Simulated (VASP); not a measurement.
A run of VASP 6.6.1:

The input INCAR:

```
PREC = Accurate
ENCUT = 520
EDIFF = 1E-7
ISMEAR = -1
SIGMA = 0.05
LREAL = False
LASPH = True
NELM = 80
ALGO = Normal
ISIF = 2
LWAVE = False
LCHARG = True
GGA = PE
LELF = True
LVHAR = True
NBANDS = 21
```

Contents of KPOINTS:

```
regular mesh
0
Gamma
  15 15 15
```

POSCAR

```
Ru
1.0
    0.0000000000      2.3119092514      2.3119092514
    2.3119092514      0.0000000000      2.3119092514
    2.3119092514      2.3119092514      0.0000000000
Ru
2
Direct
   -0.1250000000     -0.1250000000     -0.1250000000
    0.1250000000      0.1250000000      0.1250000000
```

Potentials or basis: VASP PAW PBE potentials, release 64 (Ru_pv).

Run with:

```sh
$ cat potpaw_PBE.64/Ru_pv/POTCAR > POTCAR
$ mpirun -np 1 vasp_std > vasp.out
```

Hardware: 1 thread of Intel Xeon 8259CL, with other jobs on the host.

Problem. How long does it take, and how much memory?

Solution. It took 79 s on 1 thread of Intel Xeon 8259CL (shared host), peak memory 0.17 GiB. Counts: scf iterations 11, k points 120.
